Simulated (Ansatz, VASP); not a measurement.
TiAl: VASP beside Ansatz

```xyz
6
Lattice="0.0000 -3.1561 0.0000 0.0000 0.0000 -3.1561 9.4682 -0.2630 -0.5260" Properties=species:S:1:pos:R:3 pbc="T T T"
Ti    7.1012    0.0000    0.0000
Ti    0.7890    0.0000    0.0000
Ti    3.9451    0.0000    0.0000
Al    8.6792   -1.5780   -1.5780
Al    2.3671   -1.5780   -1.5780
Al    5.5231   -1.5780   -1.5780
```

Alike in both runs: task single point; functional PBEsol; k mesh 14 × 14 × 5; occupations gaussian, width 0.15 eV; no spin polarisation.

|  | VASP | Ansatz |
| --- | --- | --- |
| version | VASP 6.6.1 | Ansatz 0.2.0 |
| potentials or method | VASP PAW PBE potentials, release 64 (Ti_sv, Al), cutoff 520 eV | scalar-relativistic, plane waves, PAW |
| valence electrons in the cell | 45 | 45 |

```tsv
	VASP	Ansatz	Ansatz less VASP
gap on the k mesh at the Fermi level (eV)	none	none	-
pressure (GPa)	2.4	2.4	-0.10
traceless stress, the component that is largest in VASP (GPa)	4.90	4.89	-0.009
rms of the force components (eV/Å)	0.914	0.913	-0.0010
```

VASP's potentials were made for PBE, not for PBEsol, and Ansatz warns of the same on its side. Atom by atom the forces differ by 0.001 eV/Å (rms over components). A gap of «none» marks a metal or a gap that the smearing closes.
